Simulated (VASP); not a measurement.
Here is a VASP 6.6.1 calculation.

Contents of INCAR:

```
  ALGO = Normal
  EDIFF = 1E-6
  EDIFFG = -0.01
  ENCUT = 600
  GGA = PE
  IBRION = 2
  ISIF = 4
  ISMEAR = 0
  LASPH = T
  LCHARG = F
  LREAL = F
  LWAVE = F
  NELM = 80
  NSW = 60
  PREC = Accurate
  SIGMA = 0.05
```

File KPOINTS:

```
k-points
0
Gamma
  10 10 10
```

File POSCAR:

```
FeGe
1.0
    4.9264067417      0.0000000000      0.0000000000
   -2.4632033708      4.2663933877      0.0000000000
    0.0000000000      0.0000000000      3.8629206611
Fe Ge
3 3
Direct
    0.5000000000      0.0000000000      0.0000000000
    0.5000000000      0.5000000000      0.0000000000
    0.0000000000      0.5000000000      0.0000000000
    0.0000000000      0.0000000000      0.0000000000
    0.3333333333      0.6666666667      0.5000000000
    0.6666666667      0.3333333333      0.5000000000
```

Potentials or basis: VASP PAW PBE potentials, release 64 (Fe, Ge_d).

Launch:

```console
$ cat potpaw_PBE.64/Fe/POTCAR potpaw_PBE.64/Ge_d/POTCAR > POTCAR
$ mpirun -np 1 vasp_std > vasp.out
```

(1) What does it give for the band gap on the k mesh?

Results:

(1) zero (bands 33 and 34 overlap by 0.55 eV).

Caveat: the run has no spin polarisation, though such a crystal can be magnetic.
